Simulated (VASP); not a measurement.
Input of a VASP 6.6.1 run:

The input INCAR:

```
PREC = Accurate ; ENCUT = 600
EDIFF = 1E-7 ; ISMEAR = 0
SIGMA = 0.1 ; LREAL = False
LASPH = True ; NELM = 100
ALGO = Normal ; ISIF = 3
LWAVE = False ; LCHARG = False
GGA = PE ; IBRION = 2
NSW = 100 ; EDIFFG = -0.01
```

File KPOINTS:

```
Automatic mesh
0
Gamma
  10 10 10
```

Contents of POSCAR:

```
MgSe3
1.0
    4.3897800433      0.0000000000      0.0000000000
    0.0000000000      4.3897800433      0.0000000000
    0.0000000000      0.0000000000      4.3897800433
Mg Se
1 3
Direct
    0.0000000000      0.0000000000      0.0000000000
    0.5000000000      0.0000000000      0.5000000000
    0.0000000000      0.5000000000      0.5000000000
    0.5000000000      0.5000000000      0.0000000000
```

Potentials or basis: VASP PAW PBE potentials, release 64 (Mg, Se).

Run with:

```bash
$ cat potpaw_PBE.64/Mg/POTCAR potpaw_PBE.64/Se/POTCAR > POTCAR
$ mpirun -np 1 vasp_std > vasp.out
```

Question: Estimate the relaxed cell.

Answer: a = 4.380 Å, b = 4.380 Å, c = 4.380 Å, α = 90.00°, β = 90.00°, γ = 90.00°.

Question: Estimate the space group after relaxing (to 0.05 Å).

Answer: Pm-3m (No. 221).

Question: Predict the relaxed volume.

Answer: 21.01 Å³/atom.

The path:
| step | energy change (eV) | largest force (eV/Å) | pressure (GPa) | volume (Å³) |
| --- | --- | --- | --- | --- |
| 1 | 0.0000 | 0.0000 | -0.34 | 84.59 |
| 2 | -0.0005 | 0.0000 | 0.04 | 84.04 |
